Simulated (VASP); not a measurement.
# Au (Fm-3m) in VASP: electric field gradients with PBEsol

Aim: the electric field gradients of Au with PBEsol.

Everything below comes from runs of VASP 6.6.1. Logs are shortened: lines on timing, memory, paths and dates and some standing lists are left out, and cuts for length are marked.

**1. The cell of the first run**

The structure is cubic, space group Fm-3m (No. 225). Conventional cell: a = 4.070 Å, b = 4.070 Å, c = 4.070 Å, α = 90.00°, β = 90.00°, γ = 90.00°. Within 3.8 Å of Au (site symmetry m-3m) lie 12 Au at 2.88 Å.

**2. Electric field gradients, PBEsol**

The input, INCAR:

```
PREC = Accurate
ENCUT = 520
EDIFF = 1E-8
ISMEAR = -1
SIGMA = 0.05
LREAL = False
LASPH = True
NELM = 100
ALGO = Normal
ISIF = 2
LWAVE = False
LCHARG = False
GGA = PS
LEFG = True
NBANDS = 54
```

The input, KPOINTS:

```
Automatic mesh
0
Gamma
  11 11 11
```

The input, POSCAR:

```
Au
1.0
    0.0000000000      4.0700000000      4.0700000000
    4.0700000000      0.0000000000      4.0700000000
    4.0700000000      4.0700000000      0.0000000000
Au
8
Direct
    0.0000000000      0.0000000000      0.0000000000
    0.0000000000      0.0000000000      0.5000000000
    0.0000000000      0.5000000000      0.0000000000
    0.0000000000      0.5000000000      0.5000000000
    0.5000000000      0.0000000000      0.0000000000
    0.5000000000      0.0000000000      0.5000000000
    0.5000000000      0.5000000000      0.0000000000
    0.5000000000      0.5000000000      0.5000000000
```

Potentials or basis: VASP PAW PBE potentials, release 64 (Au).

Started as:

```sh
$ cat potpaw_PBE.64/Au/POTCAR > POTCAR
$ mpirun -np 1 vasp_std > vasp.out
```

OUTCAR:

```text
PREC = Accurate
   ENCUT = 520
   EDIFF = 1E-8
   ISMEAR = -1
   LREAL = False
   LASPH = True
   NELM = 100
   ISIF = 2
   GGA = PS

 ion  position               nearest neighbor table
   1  0.000  0.000  0.000-   2 2.88   3 2.88   5 2.88   2 2.88   4 2.88   6 2.88   3 2.88   4 2.88
                             7 2.88   5 2.88   6 2.88   7 2.88
   2  0.000  0.000  0.500-   1 2.88   4 2.88   6 2.88   1 2.88   3 2.88   5 2.88   3 2.88   4 2.88
                             8 2.88   5 2.88   6 2.88   8 2.88
   3  0.000  0.500  0.000-   1 2.88   4 2.88   7 2.88   2 2.88   4 2.88   8 2.88   1 2.88   2 2.88
                             5 2.88   5 2.88   7 2.88   8 2.88
   4  0.000  0.500  0.500-   2 2.88   3 2.88   8 2.88   1 2.88   3 2.88   7 2.88   1 2.88   2 2.88
                             6 2.88   6 2.88   7 2.88   8 2.88
   5  0.500  0.000  0.000-   1 2.88   6 2.88   7 2.88   2 2.88   6 2.88   8 2.88   3 2.88   7 2.88
                             8 2.88   1 2.88   2 2.88   3 2.88
   6  0.500  0.000  0.500-   2 2.88   5 2.88   8 2.88   1 2.88   5 2.88   7 2.88   4 2.88   7 2.88
                             8 2.88   1 2.88   2 2.88   4 2.88
   7  0.500  0.500  0.000-   3 2.88   5 2.88   8 2.88   4 2.88   6 2.88   8 2.88   1 2.88   5 2.88
                             6 2.88   1 2.88   3 2.88   4 2.88
   8  0.500  0.500  0.500-   4 2.88   6 2.88   7 2.88   3 2.88   5 2.88   7 2.88   2 2.88   5 2.88
                             6 2.88   2 2.88   3 2.88   4 2.88
[... 6 lines left out ...]
 A1 = (   0.0000000000,   4.0700000000,   4.0700000000)
 A2 = (   4.0700000000,   0.0000000000,   4.0700000000)
 A3 = (   4.0700000000,   4.0700000000,   0.0000000000)

Analysis of symmetry for initial positions (statically):
=====================================================================
 Subroutine PRICEL returns following result:

  LATTYP: Found a face centered cubic cell.
 ALAT       =     4.0700000000

  Lattice vectors:

 A1 = (   0.0000000000,   2.0350000000,   2.0350000000)
 A2 = (   2.0350000000,   0.0000000000,   2.0350000000)
 A3 = (   2.0350000000,   2.0350000000,   0.0000000000)

   8 primitive cells build up your supercell.

 Routine SETGRP: Setting up the symmetry group for a
 face centered cubic supercell.

 Subroutine GETGRP returns: Found 48 space group operations
 (whereof 48 operations were pure point group operations)
 out of a pool of 48 trial point group operations.

The static configuration has the point symmetry O_h .

Analysis of symmetry for dynamics (positions and initial velocities):
=====================================================================
 Subroutine PRICEL returns following result:

  LATTYP: Found a face centered cubic cell.
 ALAT       =     4.0700000000

  Lattice vectors:

 A1 = (   0.0000000000,   2.0350000000,   2.0350000000)
 A2 = (   2.0350000000,   0.0000000000,   2.0350000000)
 A3 = (   2.0350000000,   2.0350000000,   0.0000000000)

   8 primitive cells build up your supercell.

 Routine SETGRP: Setting up the symmetry group for a
 face centered cubic supercell.

 Subroutine GETGRP returns: Found 48 space group operations
 (whereof 48 operations were pure point group operations)
 out of a pool of 48 trial point group operations.

The dynamic configuration has the point symmetry O_h .

 Subroutine INISYM returns: Found 48 space group operations
 (whereof 48 operations are pure point group operations),
 and found     8 'primitive' translations

----------------------------------------------------------------------------------------

                                     Primitive cell

  volume of cell :      16.8548

  direct lattice vectors                    reciprocal lattice vectors
     0.000000000  2.035000000  2.035000000    -0.245700246  0.245700246  0.245700246
     2.035000000  0.000000000  2.035000000     0.245700246 -0.245700246  0.245700246
     2.035000000  2.035000000  0.000000000     0.245700246  0.245700246 -0.245700246

  length of vectors
     2.877924599  2.877924599  2.877924599     0.425565309  0.425565309  0.425565309

  position of ions in fractional coordinates (direct lattice)
     0.000000000  0.000000000  0.000000000

  ion indices of the primitive-cell ions
   primitive index   ion index
                 1           1

----------------------------------------------------------------------------------------

 KPOINTS: Automatic mesh

Automatic generation of k-mesh.
 Grid dimensions read from file:
 generate k-points for:   11   11   11

 Generating k-lattice:

  Cartesian coordinates                     Fractional coordinates (reciprocal lattice)
    -0.011168193  0.011168193  0.011168193     0.090909091  0.000000000  0.000000000
     0.011168193 -0.011168193  0.011168193     0.000000000  0.090909091  0.000000000
     0.011168193  0.011168193 -0.011168193     0.000000000  0.000000000  0.090909091
[... 39 lines left out ...]
   k-points           NKPTS =     56   k-points in BZ     NKDIM =     56   number of bands    NBANDS=     54
   number of dos      NEDOS =    301   number of ions     NIONS =      8
   total plane-waves  NPLWV = 110592
   dimension x,y,z NGX =    48 NGY =   48 NGZ =   48
   dimension x,y,z NGXF=    96 NGYF=   96 NGZF=   96
   ions per type =               8
   NGX,Y,Z   is equivalent  to a cutoff of  13.86, 13.86, 13.86 a.u.
   NGXF,Y,Z  is equivalent  to a cutoff of  27.73, 27.73, 27.73 a.u.
 SYSTEM =  unknown system
   PREC   = accura    normal or accurate (medium, high low for compatibility)
   ISTART =      0    job   : 0-new  1-cont  2-samecut
   ICHARG =      2    charge: 1-file 2-atom 10-const
   ISPIN  =      1    spin polarized calculation?
   LNONCOLLINEAR =      F non collinear calculations
   LSORBIT =      F    spin-orbit coupling
   LASPH  =      T    aspherical Exc in radial PAW
   ENCUT  =  520.0 eV  38.22 Ry    6.18 a.u.  10.70 10.70 10.70*2*pi/ulx,y,z
   NELM   =    100;   NELMIN=  2; NELMDL= -5     # of ELM steps
   EDIFF  = 0.1E-07   stopping-criterion for ELM
   LREAL  =      F    real-space projection
   EDIFFG = 0.1E-06   stopping-criterion for IOM
   NSW    =      0    number of steps for IOM
   IBRION =     -1    ionic relax: 0-MD 1-quasi-New 2-CG
   NFREE  =      0    steps in history (QN), initial steepest desc. (CG)
   ISIF   =      2    stress and relaxation
   ISYM   =      2    0-nonsym 1-usesym 2-fastsym
   POTIM  = 0.5000    time-step for ionic-motion
   TEBEG  =    0.0;   TEEND  =   0.0 temperature during run
   PSTRESS=    0.0 pullay stress
   NELECT =      88.0000    total number of electrons
   NUPDOWN=      -1.0000    fix difference up-down
   EMIN   =  10.00;   EMAX   =-10.00  energy-range for DOS
   EFERMI =   0.00;   METHOD = LEGACY
   ISMEAR =    -1;   SIGMA  =   0.05  broadening in eV -4-tet -1-fermi 0-gaus
   EFERMI_NEDOS =   21; number of points for ismear=-14 and -15
   IALGO  =     38    algorithm
   IMIX   =      4    mixing-type and parameters
     AMIX     =   0.40;   BMIX     =  1.00
     AMIX_MAG =   1.60;   BMIX_MAG =  1.00
  volume/ion in A,a.u.               =      16.85       113.74
  Fermi-wavevector in a.u.,A,eV,Ry     =   1.420032  2.683470 27.436005  2.016489
  Thomas-Fermi vector in A             =   2.540990
   LORBIT       =      0    0 simple, 1 ext, 2 COOP (PROOUT), +10 PAW based schemes
   GGA     = PS    functional components
   LHFCALC =     F    Hartree Fock is set to
   AEXX    =    0.0000 exact exchange contribution
   IVDW    =     0    specifies the selected vdW correction
   LEPSILON=     F    determine dielectric tensor
   LRPA    =     F    only Hartree local field effects (RPA)
 non-spin polarized calculation
  energy-cutoff  :      520.00
  volume of cell :      134.84
 maximum number of plane-waves:      3695
 NGX is ok and might be reduce to    48
   NGX = 21   NGY = 21   NGZ = 21

 number of electron      87.9999993 magnetization

 Free energy of the ion-electron system (eV)
  ---------------------------------------------------
  ext. energy  EPLUGINS =         0.00000000
  ---------------------------------------------------
  free energy    TOTEN  =       -31.39842003 eV

  energy without entropy =      -31.37967532  energy(sigma->0) =      -31.38904768

 E-fermi :   9.4304     XC(G=0): -12.9503

 val. band max:        9.4213913719   @ k =  -0.3636   0.2727   0.0000
 cond. band min:       9.4322106618   @ k =   0.4545   0.1818   0.0000
 fundamental gap:      0.0108192898
 Fermi energy:         9.4304255584

 k-point     1 :       0.0000    0.0000    0.0000
  band No.  band energies     occupation
      1      -0.5753      2.00000
      2       2.0275      2.00000
      3       2.0275      2.00000
      4       2.0275      2.00000
      5       2.0275      2.00000
      6       2.2863      2.00000
[... 1357 lines left out ...]
     53      15.7209      0.00000
     54      17.2582      0.00000

 [... further k-points ...]

------------------------ aborting loop because EDIFF is reached ----------------------------------------

  FORCE on cell =-STRESS in cart. coord.  units (eV):
  Direction    XX          YY          ZZ          XY          YZ          ZX
  --------------------------------------------------------------------------------------
  -------------------------------------------------------------------------------------
  Total        1.1747669      1.1747669      1.1747669     -0.0000000      0.0000000     -0.0000000
  in kB       13.9588318     13.9588318     13.9588318     -0.0000000      0.0000000     -0.0000000
  external PRESSURE =      13.9588318 kB  Pullay stress =       0.0000000 kB

 VOLUME and BASIS-vectors are now :
 -----------------------------------------------------------------------------
  energy-cutoff  :      520.00
  volume of cell :      134.84
      direct lattice vectors                 reciprocal lattice vectors
     0.000000000  4.070000000  4.070000000    -0.122850123  0.122850123  0.122850123
     4.070000000  0.000000000  4.070000000     0.122850123 -0.122850123  0.122850123
     4.070000000  4.070000000  0.000000000     0.122850123  0.122850123 -0.122850123

 POSITION                                       TOTAL-FORCE (eV/Angst)
 -----------------------------------------------------------------------------------
      0.00000      0.00000      0.00000        -0.000000      0.000000     -0.000000
      2.03500      2.03500      0.00000        -0.000000      0.000000      0.000000
      2.03500      0.00000      2.03500         0.000000     -0.000000     -0.000000
      4.07000      2.03500      2.03500         0.000000     -0.000000      0.000000
      0.00000      2.03500      2.03500        -0.000000      0.000000      0.000000
      2.03500      4.07000      2.03500         0.000000      0.000000      0.000000
      2.03500      2.03500      4.07000         0.000000     -0.000000     -0.000000
      4.07000      4.07000      4.07000        -0.000000     -0.000000      0.000000
 -----------------------------------------------------------------------------------
    total drift:                                0.000000      0.000000      0.000000

  FREE ENERGIE OF THE ION-ELECTRON SYSTEM (eV)
  ---------------------------------------------------
  free  energy   TOTEN  =       -31.3984200319 eV

  energy  without entropy=      -31.3796753247  energy(sigma->0) =      -31.38904768

 Electric field gradients (V/A^2)
---------------------------------------------------------------------
 ion       V_xx      V_yy      V_zz      V_xy      V_xz      V_yz
---------------------------------------------------------------------
   1      -0.000    -0.000     0.000     0.000     0.000     0.000
   2      -0.000    -0.000     0.000     0.000     0.000     0.000
   3      -0.000    -0.000     0.000     0.000     0.000     0.000
   4      -0.000    -0.000     0.000     0.000     0.000     0.000
   5      -0.000    -0.000     0.000     0.000     0.000     0.000
   6      -0.000    -0.000     0.000     0.000     0.000     0.000
   7      -0.000    -0.000     0.000     0.000     0.000     0.000
   8      -0.000    -0.000     0.000     0.000     0.000     0.000
---------------------------------------------------------------------

 Electric field gradients after diagonalization (V/A^2)
 (convention: |V_zz| > |V_xx| > |V_yy|)
----------------------------------------------------------------------
 ion       V_xx      V_yy      V_zz     asymmetry (V_yy - V_xx)/ V_zz
----------------------------------------------------------------------
   1      -0.000    -0.000     0.000       0.000
   2      -0.000    -0.000     0.000       0.000
   3      -0.000    -0.000     0.000       0.000
   4      -0.000    -0.000     0.000       0.000
   5      -0.000    -0.000     0.000       0.000
   6      -0.000    -0.000     0.000       0.000
   7      -0.000    -0.000     0.000       0.000
   8      -0.000    -0.000     0.000       0.000
----------------------------------------------------------------------

           NMR quadrupolar parameters

 Cq : quadrupolar parameter    Cq=e*Q*V_zz/h
 eta: asymmetry parameters     (V_yy - V_xx)/ V_zz
 Q  : nuclear electric quadrupole moment in mb (millibarn)
----------------------------------------------------------------------
 ion       Cq(MHz)       eta       Q (mb)
----------------------------------------------------------------------
   1       0.000       0.000       1.000
   2       0.000       0.000       1.000
   3       0.000       0.000       1.000
   4       0.000       0.000       1.000
   5       0.000       0.000       1.000
   6       0.000       0.000       1.000
   7       0.000       0.000       1.000
   8       0.000       0.000       1.000
----------------------------------------------------------------------
```

Wall time 10 min (1 thread of Intel Xeon 8259CL, shared host); peak memory 0.49 GiB.

What came out:

```yaml
Free_energy: -31.3984 eV
Pressure: 1.4 GPa
Band_gap_on_the_k_mesh: zero (bands 44 and 45 overlap by 2.04 eV)
Largest_electric_field_gradient_by_atom: under 0.05 V/Å² on every atom
```

Levels at points of the mesh, in eV from the Fermi level:
| k point | band 40 | band 41 | band 42 | band 43 | band 44 | band 45 | band 46 | band 47 | band 48 | band 49 |
| --- | --- | --- | --- | --- | --- | --- | --- | --- | --- | --- |
| (0.00, 0.00, 0.00) | -1.59 | -1.59 | -1.05 | -1.05 | -1.05 | -1.05 | 0.96 | 0.96 | 0.96 | 3.15 |

Caveat: the PAW data sets were made with another functional, which shifts forces and pressure a little; spin-orbit coupling is left out, which moves the levels of the heavy elements.
